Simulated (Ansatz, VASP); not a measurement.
**PbO2 in VASP and in Ansatz**

File INCAR:

```
SYSTEM = PbO2
PREC = Accurate ; ENCUT = 1340
EDIFF = 1E-6 ; ISMEAR = 0
SIGMA = 0.1 ; LREAL = .FALSE.
LASPH = .TRUE. ; NELM = 200
ALGO = Normal ; ISIF = 2
LWAVE = .FALSE. ; LCHARG = .FALSE.
LDAU = .TRUE. ; LDAUTYPE = 2
LDAUL = -1 1 ; LDAUU = 0 6.2
LDAUJ = 0 0 ; LDAUPRINT = 1
GGA = PE ; NBANDS = 20
GGA_COMPAT = .FALSE.
```

Contents of KPOINTS:

```
regular mesh
0
G
  6 6 6
  0 0 0
```

Contents of POSCAR:

```
PbO2
1.0
    0.0000000000      2.7019920000      2.7019920000
    2.7019920000      0.0000000000      2.7019920000
    2.7019920000      2.7019920000      0.0000000000
Pb O
1 2
Direct
    0.0000000000      0.0000000000      0.0000000000
    0.2500000000      0.2500000000      0.2500000000
    0.7500000000      0.7500000000      0.7500000000
```

Input for Ansatz:

```yaml
crystal:
  lattice:
    - [0.0, 2.701992, 2.701992]
    - [2.701992, 0.0, 2.701992]
    - [2.701992, 2.701992, 0.0]
  atoms:
    - { symbol: Pb, position: [0.0, 0.0, 0.0] }
    - { symbol: O, position: [0.25, 0.25, 0.25] }
    - { symbol: O, position: [0.75, 0.75, 0.75] }
basis:
  ecutwfc: 420
kpoints:
  mp_grid: { grid: [6, 6, 6] }
hamiltonian:
  xc: pbe
  hubbard: { sites: [{ species: O, l: p, u_eff: 6.2 }] }
scf:
  occupations: { method: gaussian, width: 0.1 }
  max_iter: 100
output:
  forces: true
  stress: true
  eigenvalues: true
```

Alike in both runs: task single point; functional PBE; k mesh 6 × 6 × 6; occupations gaussian, width 0.1 eV; no spin polarisation; Hubbard terms O p U = 6.2 eV.

|  | VASP | Ansatz |
| --- | --- | --- |
| version | VASP 6.6.1 | Ansatz 0.2.0 |
| potentials or method | VASP PAW PBE potentials, release 64 (Pb_d, O_h), cutoff 1340 eV | scalar-relativistic, plane waves, PAW |
| valence electrons in the cell | 26 | 26 |

```tsv
	VASP	Ansatz	Ansatz less VASP
gap on the k mesh at the Fermi level (eV)	none	none	-
pressure (GPa)	2.2	-8.9	-11.09
```

The programs project onto different local orbitals, so the same U acts differently, and such runs can settle in different states. A gap of «none» marks a metal or a gap that the smearing closes. Ansatz's warnings: filled band counts differ across k points.

Neither program's run includes spin-orbit coupling.
